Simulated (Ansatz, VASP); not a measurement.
**Two plane-wave programs on BAs**

POSCAR

```
BAs
1.0
    2.1275493300      0.0000000000      0.0000000000
    0.0000000000      3.1740629400      0.0000000000
    0.0000000000      0.0000000000      4.9509801800
B As
1 1
Direct
    0.0000000000      0.5000000000      0.0000000000
    0.5000000000      0.5000000000      0.5000000000
```

INCAR.step1

```
SYSTEM = BAs
PREC = Accurate
ENCUT = 520
EDIFF = 1E-5
ISMEAR = -1
SIGMA = 0.05
LREAL = .False.
LASPH = .True.
NELM = 150
ALGO = Normal
ISIF = 2
LWAVE = .True.
LCHARG = .False.
MAGMOM = 0 0 0 0 0 0
LORBIT = 11
LSORBIT = .True.
GGA_COMPAT = .False.
LORBMOM = .True.
NBANDS = 20
GGA = PE
```

The input INCAR.step2:

```
SYSTEM = BAs
PREC = Accurate
ENCUT = 520
EDIFF = 1E-6
ISMEAR = -1
SIGMA = 0.05
LREAL = .False.
LASPH = .True.
NELM = 150
ALGO = Normal
ISIF = 2
LWAVE = .False.
LCHARG = .False.
MAGMOM = 0 0 0 0 0 0
LORBIT = 11
LSORBIT = .True.
GGA_COMPAT = .False.
LORBMOM = .True.
GGA = PE
LHFCALC = .True.
HFSCREEN = 0.2079
PRECFOCK = Normal
NBANDS = 20
ISTART = 1
```

KPOINTS

```
regular mesh
0
Gamma
  5 4 3
  0 0 0
```

The input input:

```
crystal:
  lattice:
    - [2.12754933, 0.0, 0.0]
    - [0.0, 3.17406294, 0.0]
    - [0.0, 0.0, 4.95098018]
  atoms:
    - { symbol: B, position: [0.0, 0.5, 0.0] }
    - { symbol: As, position: [0.5, 0.5, 0.5] }
hamiltonian:
  xc: hse06
  pseudopotentials: { kind: paw_fr }
magnetization:
  noncollinear: true
  spin_orbit: true
kpoints:
  mp_grid: { grid: [5, 4, 3] }
scf:
  occupations: { method: fermi_dirac, width: 0.05 }
output:
  forces: true
  stress: true
  eigenvalues: true
```

Alike in both runs: task single point; functional HSE06; k mesh 5 × 4 × 3; occupations fermi-dirac, width 0.05 eV; non-collinear spin, spin-orbit coupling.

```csv
,VASP,Ansatz
version,VASP 6.6.1,Ansatz 0.2.0
potentials or method,"VASP PAW PBE potentials, release 64 (B, As)",Ansatz PAW
plane-wave cutoff (eV),520,420
valence electrons in the cell,8,18
```

```tsv
	VASP	Ansatz	Ansatz less VASP
pressure (GPa)	3.6	3.8	+0.18
traceless stress, the component that is largest in VASP (GPa)	24.14	24.77	+0.630
net moment per atom (μB)	0.00	0.00	0.000
```

VASP's potentials hold 8 valence electrons a cell and Ansatz's 18, so a difference there can come from the potentials and not from the codes.

The k mesh is coarse, so the values compare programs but aren't converged.
